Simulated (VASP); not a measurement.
# Mg8SeS7 (P1) in VASP: notebook

Mg8SeS7 is run at these levels: PBEsol; tasks: single point.

Everything below comes from runs of VASP 6.6.1. Logs are shortened: lines on timing, memory, paths and dates and some standing lists are left out, and cuts for length are marked.

## (1) The cell of the first run

The typed cell holds 16 atoms: a = 7.374 Å, b = 7.374 Å, c = 7.374 Å, α = 60.00°, β = 60.00°, γ = 60.00°.

## (2) Single point, PBEsol

Contents of INCAR:

```
SYSTEM = Mg8SeS7
  PREC = Accurate
  ENCUT = 520
  EDIFF = 1E-6
  ISMEAR = -1
  SIGMA = 0.05
  LREAL = Auto
  LASPH = .True.
  NELM = 80
  ALGO = Normal
  ISIF = 2
  LWAVE = .False.
  LCHARG = .False.
  GGA = PS
  NBANDS = 46
```

Contents of KPOINTS:

```
Automatic mesh
0
Gamma
  1 1 2
  0 0 0
```

Contents of POSCAR:

```
Mg8SeS7
1.0
    0.0000000000      5.2141120000      5.2141120000
    5.2141120000      0.0000000000      5.2141120000
    5.2141120000      5.2141120000      0.0000000000
Se S Mg
1 7 8
Direct
    0.7501210000      0.2260580000      0.2540440000
    0.2589090000      0.7268420000      0.7716570000
    0.2364730000      0.7463280000      0.2655900000
    0.7494350000      0.2330580000      0.7564390000
    0.2412130000      0.2573100000      0.7388540000
    0.7551240000      0.7472190000      0.2278400000
    0.2599260000      0.2440290000      0.2610720000
    0.7344110000      0.7433690000      0.7573720000
    0.9823230000      0.0062580000      0.0041640000
    0.4834140000      0.5054300000      0.4977090000
    0.0089080000      0.9923310000      0.5190420000
    0.4712010000      0.5174130000      0.0094240000
    0.9997320000      0.4971890000      0.0233160000
    0.4969200000      0.0048200000      0.5073360000
    0.4839140000      0.0076070000      0.0020310000
    0.0100340000      0.4859090000      0.4862240000
```

Potentials or basis: VASP PAW PBE potentials, release 64 (Se, S, Mg).

On the command line:

```console
$ cat potpaw_PBE.64/Se/POTCAR potpaw_PBE.64/S/POTCAR potpaw_PBE.64/Mg/POTCAR > POTCAR
$ mpirun -np 1 vasp_std > vasp.out
```

OUTCAR:

```text
SYSTEM = Mg8SeS7
   PREC = Accurate
   ENCUT = 520
   EDIFF = 1E-6
   ISMEAR = -1
   LREAL = Auto
   LASPH = .True.
   NELM = 80
   ISIF = 2
   GGA = PS

 ion  position               nearest neighbor table
   1  0.750  0.226  0.254-   9 2.45  14 2.48  13 2.73  10 2.73  11 2.74  12 2.74
   2  0.259  0.727  0.772-  12 2.35  13 2.55  10 2.60  11 2.62   9 2.68  14 2.69
   3  0.236  0.746  0.266-  10 2.50  12 2.53  16 2.55  11 2.61  15 2.65   9 2.69
   4  0.749  0.233  0.756-  11 2.50   9 2.51  15 2.56  16 2.68  10 2.74  12 2.81
   5  0.241  0.257  0.739-  16 2.53  14 2.53  10 2.56  15 2.64   9 2.66  13 2.74
   6  0.755  0.747  0.228-  13 2.38   9 2.54  15 2.60  16 2.68  10 2.68  14 2.80
   7  0.260  0.244  0.261-  16 2.44  14 2.52  12 2.54  15 2.59  13 2.60  11 2.62
   8  0.734  0.743  0.757-  14 2.55  12 2.55  15 2.65  11 2.74  16 2.76  13 2.77
   9  0.982  0.006  0.004-   1 2.45   4 2.51   6 2.54   5 2.66   2 2.68   3 2.69  11 3.53  12 3.61
                            13 3.62  14 3.65
  10  0.483  0.505  0.498-   3 2.50   5 2.56   2 2.60   6 2.68   1 2.73   4 2.74  11 3.55  12 3.60
                            14 3.61  16 3.61
  11  0.009  0.992  0.519-   4 2.50   3 2.61   7 2.62   2 2.62   8 2.74   1 2.74  16 3.53   9 3.53
                            10 3.55  14 3.60
  12  0.471  0.517  0.009-   2 2.35   3 2.53   7 2.54   8 2.55   1 2.74   4 2.81  16 3.46  13 3.50
                            10 3.60   9 3.61  15 3.64  14 3.65
  13  1.000  0.497  0.023-   6 2.38   2 2.55   7 2.60   1 2.73   5 2.74   8 2.77  16 3.41  12 3.50
                            15 3.59   9 3.62
  14  0.497  0.005  0.507-   1 2.48   7 2.52   5 2.53   8 2.55   2 2.69   6 2.80  16 3.57  11 3.60
                            10 3.61  15 3.61   9 3.65  12 3.65
  15  0.484  0.008  0.002-   4 2.56   7 2.59   6 2.60   5 2.64   3 2.65   8 2.65  13 3.59  14 3.61
                            12 3.64
  16  0.010  0.486  0.486-   7 2.44   5 2.53   3 2.55   6 2.68   4 2.68   8 2.76  13 3.41  12 3.46
                            11 3.53  14 3.57  10 3.61

  LATTYP: Found a face centered cubic cell.
 ALAT       =    10.4282240000

  Lattice vectors:

 A1 = (   0.0000000000,   5.2141120000,   5.2141120000)
 A2 = (   5.2141120000,   0.0000000000,   5.2141120000)
 A3 = (   5.2141120000,   5.2141120000,   0.0000000000)

Analysis of symmetry for initial positions (statically):
=====================================================================
 Subroutine PRICEL returns:
 Original cell was already a primitive cell.

 Routine SETGRP: Setting up the symmetry group for a
 face centered cubic supercell.

 Subroutine GETGRP returns: Found  1 space group operations
 (whereof  1 operations were pure point group operations)
 out of a pool of 48 trial point group operations.

The static configuration has the point symmetry C_1 .

Analysis of symmetry for dynamics (positions and initial velocities):
=====================================================================
 Subroutine PRICEL returns:
 Original cell was already a primitive cell.

 Routine SETGRP: Setting up the symmetry group for a
 face centered cubic supercell.

 Subroutine GETGRP returns: Found  1 space group operations
 (whereof  1 operations were pure point group operations)
 out of a pool of 48 trial point group operations.

The dynamic configuration has the point symmetry C_1 .

 Subroutine INISYM returns: Found  1 space group operations
 (whereof  1 operations are pure point group operations),
 and found     1 'primitive' translations

----------------------------------------------------------------------------------------

                                     Primitive cell

  volume of cell :     283.5117

  direct lattice vectors                    reciprocal lattice vectors
     0.000000000  5.214112000  5.214112000    -0.095893606  0.095893606  0.095893606
     5.214112000  0.000000000  5.214112000     0.095893606 -0.095893606  0.095893606
     5.214112000  5.214112000  0.000000000     0.095893606  0.095893606 -0.095893606

  length of vectors
     7.373867906  7.373867906  7.373867906     0.166092597  0.166092597  0.166092597

  position of ions in fractional coordinates (direct lattice)
     0.750121000  0.226058000  0.254044000
     0.258909000  0.726842000  0.771657000
     0.236473000  0.746328000  0.265590000
     0.749435000  0.233058000  0.756439000
     0.241213000  0.257310000  0.738854000
     0.755124000  0.747219000  0.227840000
[... 8 lines left out ...]
     0.483914000  0.007607000  0.002031000
     0.010034000  0.485909000  0.486224000

  ion indices of the primitive-cell ions
   primitive index   ion index
                 1           1
                 2           2
                 3           3
                 4           4
                 5           5
                 6           6
[... 8 lines left out ...]
                15          15
                16          16

----------------------------------------------------------------------------------------

 KPOINTS: Automatic mesh

Automatic generation of k-mesh.
 Grid dimensions read from file:
 generate k-points for:    1    1    2

 Generating k-lattice:

  Cartesian coordinates                     Fractional coordinates (reciprocal lattice)
    -0.095893606  0.095893606  0.095893606     1.000000000  0.000000000  0.000000000
     0.095893606 -0.095893606  0.095893606     0.000000000  1.000000000  0.000000000
     0.047946803  0.047946803 -0.047946803     0.000000000  0.000000000  0.500000000

  Length of vectors
     0.166092597  0.166092597  0.083046299

  Shift w.r.t. Gamma in fractional coordinates (k-lattice)
     0.000000000  0.000000000  0.000000000

 -----------------------------------------------------------------------------
|                                                                             |
|           W    W    AA    RRRRR   N    N  II  N    N   GGGG   !!!           |
|           W    W   A  A   R    R  NN   N  II  NN   N  G    G  !!!           |
|           W    W  A    A  R    R  N N  N  II  N N  N  G       !!!           |
|           W WW W  AAAAAA  RRRRR   N  N N  II  N  N N  G  GGG   !            |
|           WW  WW  A    A  R   R   N   NN  II  N   NN  G    G                |
|           W    W  A    A  R    R  N    N  II  N    N   GGGG   !!!           |
|                                                                             |
|     Your reciprocal lattice and k-lattice belong to different lattice       |
|     classes:                                                                |
|                                                                             |
|        The reciprocal lattice is body-centered cubic,                       |
|        whereas your k-lattice is rhombohedral (trigonal).                   |
|                                                                             |
|     Results are often still useful ...                                      |
|                                                                             |
 -----------------------------------------------------------------------------

 WARNING: IBZKPT: internal override: KBLOWUP is changed to .FALSE.
      ... skipping the blow-up phase ...

 Subroutine IBZKPT returns following result:
 ===========================================

 Found      2 irreducible k-points:

 Following reciprocal coordinates:
            Coordinates               Weight
  0.000000  0.000000  0.000000      1.000000
  0.000000  0.000000  0.500000      1.000000
   k-points           NKPTS =      2   k-points in BZ     NKDIM =      2   number of bands    NBANDS=     46
   number of dos      NEDOS =    301   number of ions     NIONS =     16
   total plane-waves  NPLWV = 175616
   dimension x,y,z NGX =    56 NGY =   56 NGZ =   56
   dimension x,y,z NGXF=   112 NGYF=  112 NGZF=  112
   ions per type =               1   7   8
   NGX,Y,Z   is equivalent  to a cutoff of  12.63, 12.63, 12.63 a.u.
   NGXF,Y,Z  is equivalent  to a cutoff of  25.25, 25.25, 25.25 a.u.
 SYSTEM =  Mg8SeS7
   PREC   = accura    normal or accurate (medium, high low for compatibility)
   ISTART =      0    job   : 0-new  1-cont  2-samecut
   ICHARG =      2    charge: 1-file 2-atom 10-const
   ISPIN  =      1    spin polarized calculation?
   LNONCOLLINEAR =      F non collinear calculations
   LSORBIT =      F    spin-orbit coupling
   LASPH  =      T    aspherical Exc in radial PAW
   ENCUT  =  520.0 eV  38.22 Ry    6.18 a.u.  13.71 13.71 13.71*2*pi/ulx,y,z
   NELM   =     80;   NELMIN=  2; NELMDL= -5     # of ELM steps
   EDIFF  = 0.1E-05   stopping-criterion for ELM
   LREAL  =      T    real-space projection
   EDIFFG = 0.1E-04   stopping-criterion for IOM
   NSW    =      0    number of steps for IOM
   IBRION =     -1    ionic relax: 0-MD 1-quasi-New 2-CG
   NFREE  =      0    steps in history (QN), initial steepest desc. (CG)
   ISIF   =      2    stress and relaxation
   ISYM   =      2    0-nonsym 1-usesym 2-fastsym
   POTIM  = 0.5000    time-step for ionic-motion
   TEBEG  =    0.0;   TEEND  =   0.0 temperature during run
   PSTRESS=    0.0 pullay stress
   NELECT =      64.0000    total number of electrons
   NUPDOWN=      -1.0000    fix difference up-down
   EMIN   =  10.00;   EMAX   =-10.00  energy-range for DOS
   EFERMI =   0.00;   METHOD = LEGACY
   ISMEAR =    -1;   SIGMA  =   0.05  broadening in eV -4-tet -1-fermi 0-gaus
   EFERMI_NEDOS =   21; number of points for ismear=-14 and -15
   IALGO  =     38    algorithm
   IMIX   =      4    mixing-type and parameters
     AMIX     =   0.40;   BMIX     =  1.00
     AMIX_MAG =   1.60;   BMIX_MAG =  1.00
  volume/ion in A,a.u.               =      17.72       119.58
  Fermi-wavevector in a.u.,A,eV,Ry     =   0.996807  1.883692 13.519081  0.993624
  Thomas-Fermi vector in A             =   2.128921
   LORBIT       =      0    0 simple, 1 ext, 2 COOP (PROOUT), +10 PAW based schemes
   GGA     = PS    functional components
   LHFCALC =     F    Hartree Fock is set to
   AEXX    =    0.0000 exact exchange contribution
   IVDW    =     0    specifies the selected vdW correction
   LEPSILON=     F    determine dielectric tensor
   LRPA    =     F    only Hartree local field effects (RPA)
 non-spin polarized calculation
  energy-cutoff  :      520.00
  volume of cell :      283.51
 maximum number of plane-waves:      7648
 NGX is ok and might be reduce to    54
   NGX = 27   NGY = 27   NGZ = 27

 number of electron      64.0000000 magnetization

 Free energy of the ion-electron system (eV)
  ---------------------------------------------------
  ext. energy  EPLUGINS =         0.00000000
  ---------------------------------------------------
  free energy    TOTEN  =       -64.87935536 eV

  energy without entropy =      -64.87935536  energy(sigma->0) =      -64.87935536

 E-fermi :   5.2304     XC(G=0):  -9.7945

 val. band max:        4.1433235676   @ k =   0.0000   0.0000   0.0000
 cond. band min:       6.3443860650   @ k =   0.0000   0.0000   0.0000
 fundamental gap:      2.2010624974
 Fermi energy:         5.2303820411

 k-point     1 :       0.0000    0.0000    0.0000
  band No.  band energies     occupation
      1      -8.9782      2.00000
      2      -7.7686      2.00000
      3      -7.7247      2.00000
      4      -7.5270      2.00000
      5      -7.4838      2.00000
      6      -7.2160      2.00000
[... 36 lines left out ...]
     43       8.4117      0.00000
     44      10.4067      0.00000

 k-point     2 :       0.0000    0.0000    0.5000
  band No.  band energies     occupation
      1      -8.5642      2.00000
      2      -8.2353      2.00000
      3      -7.7162      2.00000
      4      -7.5096      2.00000
      5      -7.4317      2.00000
      6      -7.3457      2.00000
[... 36 lines left out ...]
     43      10.2836      0.00000
     44      10.4232      0.00000
 [bands above 44 left out]

------------------------ aborting loop because EDIFF is reached ----------------------------------------

  FORCE on cell =-STRESS in cart. coord.  units (eV):
  Direction    XX          YY          ZZ          XY          YZ          ZX
  --------------------------------------------------------------------------------------
  -------------------------------------------------------------------------------------
  Total       10.0178042      8.5747236      7.7811765     -5.0087191      5.2580553      5.2229855
  in kB       56.6124644     48.4573489     43.9728677    -28.3051977     29.7142427     29.5160572
  external PRESSURE =      49.6808937 kB  Pullay stress =       0.0000000 kB

 VOLUME and BASIS-vectors are now :
 -----------------------------------------------------------------------------
  energy-cutoff  :      520.00
  volume of cell :      283.51
      direct lattice vectors                 reciprocal lattice vectors
     0.000000000  5.214112000  5.214112000    -0.095893606  0.095893606  0.095893606
     5.214112000  0.000000000  5.214112000     0.095893606 -0.095893606  0.095893606
     5.214112000  5.214112000  0.000000000     0.095893606  0.095893606 -0.095893606

 POSITION                                       TOTAL-FORCE (eV/Angst)
 -----------------------------------------------------------------------------------
      2.50331      5.23583      5.08991         0.856830      0.128838      0.794391
      7.81334      5.37349      5.13982         0.073539     -0.822143      0.036106
      5.27625      2.61781      5.12443         0.509391      0.012509      0.263988
      5.15935      7.85180      5.12283        -0.199599     -0.313018      0.169165
      5.19411      5.11018      2.59935         0.376693      0.161036      0.098157
      5.08407      5.12528      7.83338         0.219737     -0.022289     -0.333129
[... 8 lines left out ...]
      0.05025      2.53377      2.56285        -0.643827      0.098265      0.093342
      5.06881      2.58754      2.58590         1.085750     -0.144977     -0.297140
 -----------------------------------------------------------------------------------
    total drift:                               -0.004800      0.004294     -0.002219

  FREE ENERGIE OF THE ION-ELECTRON SYSTEM (eV)
  ---------------------------------------------------
  free  energy   TOTEN  =       -64.8793553582 eV

  energy  without entropy=      -64.8793553573  energy(sigma->0) =      -64.87935536
```

It took 36 s on 1 thread of Intel Xeon 6975P-C (Granite Rapids), shared host; peak memory 0.4 GiB.

Results:

```
Free energy            : -64.8794 eV
Pressure               : 5.0 GPa
Largest force          : 1.176 eV/Å
Band gap on the k mesh : 2.20 eV, direct
```

Forces in eV/Å, atoms in the order of the input:
```
Se   0.857  0.129  0.794
S    0.074 -0.822  0.036
S    0.509  0.013  0.264
S   -0.200 -0.313  0.169
S    0.377  0.161  0.098
S    0.220 -0.022 -0.333
S   -0.246 -0.245 -0.327
S    0.163  0.039  0.117
Mg  -0.775  0.056  0.084
Mg  -0.032  0.454  0.097
Mg  -0.078 -0.219 -0.614
Mg  -0.424  0.899  0.595
Mg  -0.730 -0.645 -0.117
Mg  -0.156  0.564 -0.661
Mg  -0.644  0.098  0.093
Mg   1.086 -0.145 -0.297
```

Caveat: the k points lie up to 1.04 Å⁻¹ apart; the PAW data sets were made with another functional, which shifts forces and pressure a little.

## (3) Single point, PBEsol

Contents of INCAR:

```
PREC = Accurate
ENCUT = 520
EDIFF = 1E-6
ISMEAR = -1
SIGMA = 0.05
LREAL = Auto
LASPH = True
NELM = 80
ALGO = Normal
ISIF = 2
LWAVE = False
LCHARG = False
GGA = PS
NBANDS = 46
```

Contents of KPOINTS:

```
Automatic mesh
0
Gamma
  2 2 2
  0.5 0.5 0.5
```

POSCAR is that of step 2.

Potentials or basis: VASP PAW PBE potentials, release 64 (Se, S, Mg).

On the command line:

```console
$ cat potpaw_PBE.64/Se/POTCAR potpaw_PBE.64/S/POTCAR potpaw_PBE.64/Mg/POTCAR > POTCAR
$ mpirun -np 1 vasp_std > vasp.out
```

Wall time 3.2 min (1 thread of Intel Xeon 6975P-C (Granite Rapids), shared host); peak memory 0.47 GiB.

It converged, with:

| Quantity | Value |
| --- | --- |
| Free energy | -70.7646 eV |
| Pressure | 1.2 GPa |
| Largest force | 1.449 eV/Å |
| Band gap on the k mesh | 3.04 eV, direct |

Forces in eV/Å, atoms in the order of the input:
```
Se   1.018  0.092  1.027
S   -0.071 -1.267  0.231
S    0.177 -0.194  0.388
S    0.131 -0.492  0.321
S    0.441  0.559 -0.258
S    0.885  0.378 -0.590
S   -0.568 -0.418 -0.496
S   -0.105  0.248  0.248
Mg  -0.872  0.089  0.197
Mg  -0.015  0.513  0.173
Mg  -0.094 -0.137 -0.548
Mg  -0.430  0.939  0.554
Mg  -0.849 -0.618 -0.132
Mg  -0.235  0.536 -0.783
Mg  -0.539 -0.002  0.036
Mg   1.126 -0.226 -0.368
```

Stress tensor (GPa, compression positive):
```
 1.92  0.11 -0.05
 0.11  1.06  0.01
-0.05  0.01  0.68
```

Levels at points of the mesh, in eV from the valence-band top:
```
           k point  band 30  band 31  band 32  band 33  band 34  band 35
(0.25, 0.25, 0.25)    -0.66    -0.17    -0.03     3.05     3.08     3.12
```

Caveat: the PAW data sets were made with another functional, which shifts forces and pressure a little. A k mesh can miss the band edges.
